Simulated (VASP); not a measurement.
A run of VASP 6.6.1:

The input POSCAR:

```
NaF
1.0
    0.0000000000      2.2971680881      2.2971680881
    2.2971680881      0.0000000000      2.2971680881
    2.2971680881      2.2971680881      0.0000000000
Na F
1 1
Direct
    0.0000000000      0.0000000000      0.0000000000
    0.5000000000      0.5000000000      0.5000000000
```

File INCAR.step1:

```
SYSTEM = NaF
PREC     = Accurate       ! precision mode
ENCUT    = 520            ! plane-wave cutoff, eV
EDIFF    = 1E-5           ! SCF threshold, eV
ISMEAR   = 0              ! smearing method
SIGMA    = 0.01           ! smearing width, eV
LREAL    = .FALSE.        ! projectors in reciprocal space
LASPH    = .TRUE.         ! aspherical terms in the spheres
NELM     = 80             ! most SCF steps
ALGO     = Normal         ! electronic algorithm
ISIF     = 2              ! what is computed and relaxed
LWAVE    = .TRUE.         ! write WAVECAR
LCHARG   = .FALSE.        ! write CHGCAR
GGA      = PE             ! functional
NBANDS   = 14             ! bands
```

File INCAR.step2:

```
SYSTEM = NaF
PREC     = Accurate       ! precision mode
ENCUT    = 520            ! plane-wave cutoff, eV
EDIFF    = 1E-6           ! SCF threshold, eV
ISMEAR   = 0              ! smearing method
SIGMA    = 0.01           ! smearing width, eV
LREAL    = .FALSE.        ! projectors in reciprocal space
LASPH    = .TRUE.         ! aspherical terms in the spheres
NELM     = 80             ! most SCF steps
ALGO     = Normal         ! electronic algorithm
ISIF     = 2              ! what is computed and relaxed
LWAVE    = .FALSE.        ! write WAVECAR
LCHARG   = .FALSE.        ! write CHGCAR
GGA      = PE             ! functional
LHFCALC  = .TRUE.         ! exact exchange
AEXX     = 0.2            ! exact-exchange fraction
HFSCREEN = 0.5            ! screening, 1/A
PRECFOCK = Normal       
ISTART   = 1            
NBANDS   = 14             ! bands
```

The input KPOINTS:

```
regular mesh
0
G
  4 4 4
  0 0 0
```

Potentials or basis: VASP PAW PBE potentials, release 64 (Na_pv, F).

Launch:

```console
$ cat potpaw_PBE.64/Na_pv/POTCAR potpaw_PBE.64/F/POTCAR > POTCAR
$ cp INCAR.step1 INCAR
$ mpirun -np 1 vasp_std > vasp.out
$ cp INCAR.step2 INCAR
$ mpirun -np 1 vasp_std > vasp.out
```

Hardware: 1 thread of AMD EPYC 7R43 64-Core Processor (Zen 3), with other jobs on the host.

**Question.** Estimate the wall time of this run.

**Answer.** It took 2.4 min on 1 thread of AMD EPYC 7R43 64-Core Processor (Zen 3) (shared host), peak memory 0.19 GiB. Counts: k points 8.
